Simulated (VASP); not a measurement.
A run of VASP 6.6.1:

The input INCAR:

```
SYSTEM = LaGa3Pd2
PREC = Accurate
ENCUT = 520
EDIFF = 1E-6
ISMEAR = 0
SIGMA = 0.2541
LREAL = .False.
LASPH = .True.
NELM = 100
ALGO = Normal
ISIF = 2
LWAVE = .False.
LCHARG = .False.
GGA = PS
NBANDS = 44
```

File KPOINTS:

```
Automatic mesh
0
Gamma
  7 7 8
  0 0 0
```

POSCAR

```
LaGa3Pd2
1.0
    5.3994937629      0.0000000000      0.0000000000
   -2.6997468815      4.6760987663      0.0000000000
    0.0000000000      0.0000000000      4.2607255307
Ga La Pd
3 1 2
Direct
    0.5000000000      0.0000000000      0.5000000000
    0.5000000000      0.5000000000      0.5000000000
    0.0000000000      0.5000000000      0.5000000000
    0.0000000000      0.0000000000      0.0000000000
    0.3333333333      0.6666666667      0.0000000000
    0.6666666667      0.3333333333      0.0000000000
```

Potentials or basis: VASP PAW PBE potentials, release 64 (Ga_d, La, Pd).

Launch:

```bash
$ cat potpaw_PBE.64/Ga_d/POTCAR potpaw_PBE.64/La/POTCAR potpaw_PBE.64/Pd/POTCAR > POTCAR
$ mpirun -np 1 vasp_std > vasp.out
```

Hardware: 1 thread of AMD EPYC 7R43 64-Core Processor (Zen 3), with other jobs on the host.

Task: Estimate the wall time of this run.

Result: It took 3.5 min on 1 thread of AMD EPYC 7R43 64-Core Processor (Zen 3), with other jobs on the host, peak memory 0.3 GiB. Counts: scf iterations 16, k points 40.
